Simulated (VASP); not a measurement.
Input of a VASP 6.6.1 run:

The input INCAR:

```
PREC     = Accurate       # precision mode
ENCUT    = 500            # plane-wave cutoff, eV
EDIFF    = 1E-6           # SCF threshold, eV
ISMEAR   = -1             # smearing method
SIGMA    = 0.05           # smearing width, eV
LREAL    = False          # projectors in reciprocal space
LASPH    = True           # aspherical terms in the spheres
NELM     = 120            # most SCF steps
ALGO     = Normal         # electronic algorithm
ISIF     = 2              # what is computed and relaxed
LWAVE    = False          # write WAVECAR
LCHARG   = True           # write CHGCAR
GGA      = PS             # functional
LELF     = True           # ELF
LVHAR    = True         
NBANDS   = 11             # bands
GGA_COMPAT= False
```

Contents of KPOINTS:

```
regular mesh
0
Gamma
  11 11 11
```

Contents of POSCAR:

```
Pd
1.0
    0.0000000000      1.9387450000      1.9387450000
    1.9387450000      0.0000000000      1.9387450000
    1.9387450000      1.9387450000      0.0000000000
Pd
1
Direct
    0.0000000000      0.0000000000      0.0000000000
```

Potentials or basis: VASP PAW PBE potentials, release 64 (Pd).

Launch:

```console
$ cat potpaw_PBE.64/Pd/POTCAR > POTCAR
$ mpirun -np 1 vasp_std > vasp.out
```

(1) What does it give for the pressure?

(2) What does it give for the band gap on the k mesh?

Answers

(1) -0.1 GPa.

(2) zero (band 5 reaches 10.08 eV, above the bottom of band 6 at 8.54 eV).

Caveat: the PAW data sets were made with another functional, which shifts forces and pressure a little.
